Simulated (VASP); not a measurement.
Input of a VASP 6.6.1 run:

File POSCAR:

```
Tl
1.0
    0.0000000000      2.4619301252      2.4619301252
    2.4619301252      0.0000000000      2.4619301252
    2.4619301252      2.4619301252      0.0000000000
Tl
1
Direct
    0.0000000000      0.0000000000      0.0000000000
```

The input INCAR.step1:

```
SYSTEM = Tl
  PREC = Accurate
  ENCUT = 520
  ISMEAR = 0
  SIGMA = 0.05
  LREAL = .FALSE.
  LASPH = .TRUE.
  NELM = 100
  NBANDS = 12
  GGA = PE
  ALGO = Normal
  EDIFF = 1E-4
  LWAVE = .TRUE.
  LCHARG = .FALSE.
```

The input INCAR.step2:

```
SYSTEM = Tl
  PREC = Accurate
  ENCUT = 520
  EDIFF = 1E-6
  ISMEAR = 0
  SIGMA = 0.05
  LREAL = .FALSE.
  LASPH = .TRUE.
  NELM = 100
  ALGO = Normal
  ISIF = 2
  LWAVE = .FALSE.
  LCHARG = .FALSE.
  METAGGA = R2SCAN
  LMIXTAU = .TRUE.
  NBANDS = 12
  ISTART = 1
```

The input KPOINTS:

```
Automatic mesh
0
G
  14 14 14
  0 0 0
```

Potentials or basis: VASP PAW PBE potentials, release 64 (Tl_d).

Run with:

```console
$ cat potpaw_PBE.64/Tl_d/POTCAR > POTCAR
$ cp INCAR.step1 INCAR
$ mpirun -np 1 vasp_std > vasp.out
$ cp INCAR.step2 INCAR
$ mpirun -np 1 vasp_std > vasp.out
```

(1) Predict the pressure.

(2) Predict the band gap on the k mesh.

## Answers

(1) 0.0 GPa.

(2) zero (an odd number of electrons rules out a gap without spin polarisation).

Caveat: the PAW data sets were made with another functional, which shifts forces and pressure a little; spin-orbit coupling is left out, which moves the levels of the heavy elements.
